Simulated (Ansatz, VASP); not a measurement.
## Al: VASP beside Ansatz

```xyz
8
Lattice="3.2349 -3.2349 -3.2349 -3.2349 3.2349 -3.2349 3.2349 3.2349 3.2349" Properties=species:S:1:pos:R:3 pbc="T T T"
Al   -0.9440   -0.9440   -3.2349
Al    1.6175   -1.6175   -1.6175
Al   -1.6175    1.6175   -1.6175
Al    0.0000    0.0000    0.0000
Al    1.6175    1.6175   -1.6175
Al    3.2349    0.0000    0.0000
Al    0.0000    3.2349    0.0000
Al    1.6175    1.6175    1.6175
```

Alike in both runs: task single point; functional PBE; k mesh 10 × 10 × 10; occupations gaussian, width 0.15 eV; no spin polarisation.

```csv
,VASP,Ansatz
version,VASP 6.6.1,Ansatz 0.2.0
potentials or method,"VASP PAW PBE potentials, release 64 (Al), cutoff 520 eV","scalar-relativistic, plane waves, PAW"
valence electrons in the cell,24,24
```

|  | VASP | Ansatz | Ansatz less VASP |
| --- | --- | --- | --- |
| gap on the k mesh at the Fermi level (eV) | none | none | - |
| pressure (GPa) | 18.0 | 18.0 | -0.02 |
| traceless stress, the component that is largest in VASP (GPa) | 20.06 | 20.08 | +0.011 |
| rms of the force components (eV/Å) | 4.457 | 4.455 | -0.0021 |

Atom by atom the forces differ by 0.004 eV/Å (rms over components). A gap of «none» marks a metal or a gap that the smearing closes.
